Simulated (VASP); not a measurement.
Set up this calculation in VASP 6.6.1, as the native input.

```
Task                   : single point
Functional             : PBE
Potentials or basis    : VASP PAW PBE potentials, release 64 (Al)
Cutoff                 : 520 eV
k mesh                 : 14 × 14 × 1
Occupations            : fermi-dirac, width 0.08 eV
Spin                   : no spin polarisation
Dipole correction      : yes
Further INCAR settings : ALGO = Normal; EDIFF = 1e-06; NBANDS = 16
```

The structure of Al lies in POSCAR:

```
Al
1.0
    2.8574853682      0.0000000000      0.0000000000
    0.0000000000      2.8574853682      0.0000000000
    0.0000000000      0.0000000000     24.0822000000
Al
5
Direct
    0.0000000000      0.0000000000      0.3291663618
    0.5000000000      0.5000000000      0.4144188660
    0.0000000000      0.0000000000      0.4999999984
    0.5000000000      0.5000000000      0.5855811344
    0.0000000000      0.0000000000      0.6708336395
```

One way to write it, as run:

INCAR

```
SYSTEM = Al
PREC = Accurate
ENCUT = 520
EDIFF = 1E-6
ISMEAR = -1
SIGMA = 0.08
LREAL = .FALSE.
LASPH = .TRUE.
NELM = 100
ALGO = Normal
ISIF = 2
LWAVE = .FALSE.
LCHARG = .FALSE.
LDIPOL = .TRUE.
IDIPOL = 3
DIPOL = 0.5 0.5 0.500
GGA = PE
NBANDS = 16
```

KPOINTS

```
regular mesh
0
G
  14 14 1
  0 0 0
```

Potentials or basis: VASP PAW PBE potentials, release 64 (Al).

Run with:

```sh
$ cat potpaw_PBE.64/Al/POTCAR > POTCAR
$ mpirun -np 1 vasp_std > vasp.out
```

It gave:

```json
{
 "Band gap on the k mesh": "zero (an odd number of electrons rules out a gap without spin polarisation)"
}
```

Run time: 4.8 min on 1 thread of Intel Xeon 8259CL (shared host), peak memory 0.33 GiB.
